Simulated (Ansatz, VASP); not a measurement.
## One calculation of AlGa3N4, two programs

INCAR

```
PREC     = Accurate       # precision mode
ENCUT    = 520            # plane-wave cutoff, eV
EDIFF    = 1E-6           # SCF threshold, eV
ISMEAR   = 0              # smearing method
SIGMA    = 0.05           # smearing width, eV
LREAL    = False          # projectors in reciprocal space
LASPH    = True           # aspherical terms in the spheres
NELM     = 100            # most SCF steps
ALGO     = Normal         # electronic algorithm
ISIF     = 2              # what is computed and relaxed
LWAVE    = False          # write WAVECAR
LCHARG   = True           # write CHGCAR
GGA      = CA             # functional
LELF     = True           # ELF
LVHAR    = True         
NBANDS   = 41             # bands
```

KPOINTS

```
regular mesh
0
Gamma
  6 6 6
```

The input POSCAR:

```
AlGa3N4
1.0
    4.5595547306      0.0515716627      0.0515716627
    0.0515716627      4.5595547306      0.0515716627
    0.0515716627      0.0515716627      4.5595547306
Al Ga N
1 3 4
Direct
    0.0000000000      0.0000000000      0.0000000000
    0.5000000000      0.5000000000      0.0000000000
    0.5000000000      0.0000000000      0.5000000000
    0.0000000000      0.5000000000      0.5000000000
    0.7548078379      0.7548078379      0.2451921621
    0.7548078379      0.2451921621      0.7548078379
    0.2451921621      0.7548078379      0.7548078379
    0.2451921621      0.2451921621      0.2451921621
```

Input for Ansatz:

```yaml
crystal:
  lattice:
    - [4.5595547306, 0.0515716627, 0.0515716627]
    - [0.0515716627, 4.5595547306, 0.0515716627]
    - [0.0515716627, 0.0515716627, 4.5595547306]
  atoms:
    - { symbol: Al, position: [0.0, 0.0, 0.0] }
    - { symbol: Ga, position: [0.5, 0.5, 0.0] }
    - { symbol: Ga, position: [0.5, 0.0, 0.5] }
    - { symbol: Ga, position: [0.0, 0.5, 0.5] }
    - { symbol: "N", position: [0.7548078379, 0.7548078379, 0.2451921621] }
    - { symbol: "N", position: [0.7548078379, 0.2451921621, 0.7548078379] }
    - { symbol: "N", position: [0.2451921621, 0.7548078379, 0.7548078379] }
    - { symbol: "N", position: [0.2451921621, 0.2451921621, 0.2451921621] }
basis:
  ecutwfc: 520.0
kpoints:
  mp_grid: { grid: [6, 6, 6] }
hamiltonian:
  xc: lda
  pseudopotentials: { kind: paw, azcp: { folder: soft_1 } }
scf:
  occupations: { method: gaussian, width: 0.05 }
output:
  forces: true
  stress: true
  eigenvalues: true
```

Change from the starting cell: equal engineering shear yz, xz and xy +0.0233, equal normal strain along x, y and z +0.0300.

Alike in both runs: task single point; functional LDA; k mesh 6 × 6 × 6; occupations gaussian, width 0.05 eV; no spin polarisation.

|  | VASP | Ansatz |
| --- | --- | --- |
| version | VASP 6.6.1 | Ansatz 0.2.0 |
| potentials or method | VASP PAW LDA potentials, release 64 (Al, Ga_d, N), cutoff 520 eV | scalar-relativistic, plane waves, PAW |
| valence electrons in the cell | 62 | 62 |

```csv
,VASP,Ansatz,Ansatz less VASP
gap on the k mesh at the Fermi level (eV),1.88,1.87,-0.008
least direct gap on the mesh (eV),1.88,1.87,-0.008
pressure (GPa),-14.0,-14.7,-0.72
"traceless stress, the component that is largest in VASP (GPa)",-3.57,-3.51,+0.061
rms of the force components (eV/Å),0.087,0.080,-0.0074
```

Ansatz warns that its potentials were made for another functional, while VASP's fit it. LDA's correlation is that of Perdew and Zunger in VASP and of Perdew and Wang (1992) in Ansatz. Atom by atom the forces differ by 0.013 eV/Å (rms over components).
